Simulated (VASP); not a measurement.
**ZnS: single point with PBEsol**

Crystal: ZnS.

```
CELL_PARAMETERS angstrom
1.85091 1.06862 9.09560
-1.85091 1.06862 9.09560
0.00000 -2.13724 9.09560
ATOMIC_POSITIONS crystal
Zn 0.99997 0.99997 0.99997
Zn 0.22227 0.22227 0.22227
Zn 0.44461 0.44461 0.44461
S 0.08327 0.08327 0.08327
S 0.52784 0.52784 0.52784
S 0.30536 0.30536 0.30536
```

- Program: VASP 6.6.1
- Task: single point
- Functional: PBEsol
- Potentials or basis: VASP PAW PBE potentials, release 64 (Zn, S)
- Cutoff: 520 eV
- k mesh: 6 × 6 × 6
- Occupations: fermi-dirac, width 0.2 eV
- Spin: no spin polarisation
- Dipole correction: no
- Further INCAR settings: ALGO = Normal; EDIFF = 1e-07; NBANDS = 36

```
Pressure               : 6.3 GPa
Largest force          : 0.017 eV/Å
Band gap on the k mesh : 2.44 eV
```

Forces in eV/Å, atoms in the order of the input:
```
Zn   0.000  0.000  0.008
Zn   0.000  0.000  0.017
Zn   0.000  0.000  0.004
S    0.000  0.000 -0.014
S    0.000  0.000 -0.011
S    0.000  0.000 -0.003
```

Stress tensor (GPa, compression positive):
```
6.25 0.00 0.00
0.00 6.25 0.00
0.00 0.00 6.36
```

Levels at points of the mesh, in eV from the valence-band top:
```tsv
k point	band 23	band 24	band 25	band 26	band 27	band 28	band 29	band 30	band 31	band 32
(0.00, 0.00, 0.00)	-0.80	-0.80	-0.07	0.00	0.00	2.44	3.37	3.53	6.15	6.15
(0.50, 0.00, 0.00)	-2.48	-2.26	-2.25	-1.53	-1.03	3.14	3.74	3.97	4.82	5.12
(0.50, 0.50, 0.00)	-2.61	-2.18	-1.48	-1.48	-1.48	3.20	3.40	4.22	4.93	5.63
(0.50, 0.50, 0.50)	-1.04	-0.29	-0.29	-0.28	-0.28	3.20	3.51	3.68	6.20	6.27
```

Run time: 19 min on 1 thread of Intel Xeon 8259CL, on a shared host, peak memory 0.68 GiB.

Caveat: the cell stands under pressure; the PAW data sets were made with another functional, which shifts forces and pressure a little. A k mesh can miss the band edges.
